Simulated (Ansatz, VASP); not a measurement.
# One calculation of Lu2SiF2, two programs

```
Lu Si F
1.0
    -2.27440    2.27440    4.15245
     2.27440   -2.27440    4.15245
     2.27440    2.27440   -4.15245
Lu Si F
2 1 2
Direct
  0.25000 0.75000 0.50000
  0.75000 0.25000 0.50000
  0.00000 0.00000 0.00000
  0.65577 0.65577 0.00000
  0.34423 0.34423 0.00000
```

Change from the starting cell: species swapped into the LaFe2Si2 type (I4/mmm, No. 139).

Alike in both runs: functional PBE; k mesh 6 × 6 × 6; occupations gaussian, width 0.1 eV; no spin polarisation.

Ansatz relaxed the structure, and its values are those at the end. VASP's run is a single point on that final structure, the one shown.

|  | VASP | Ansatz |
| --- | --- | --- |
| version | VASP 6.6.1 | Ansatz 0.2.0 |
| potentials or method | VASP PAW PBE potentials, release 64 (Lu, Si, F), cutoff 600 eV | scalar-relativistic, plane waves, PAW |
| valence electrons in the cell | 68 | 68 |

```csv
,VASP,Ansatz,Ansatz less VASP
gap on the k mesh at the Fermi level (eV),none,none,-
pressure (GPa),0.4,0.2,-0.15
rms of the force components (eV/Å),0.006,0.002,-0.0045
```

A gap of «none» marks a metal or a gap that the smearing closes.

Neither program's run includes spin-orbit coupling.
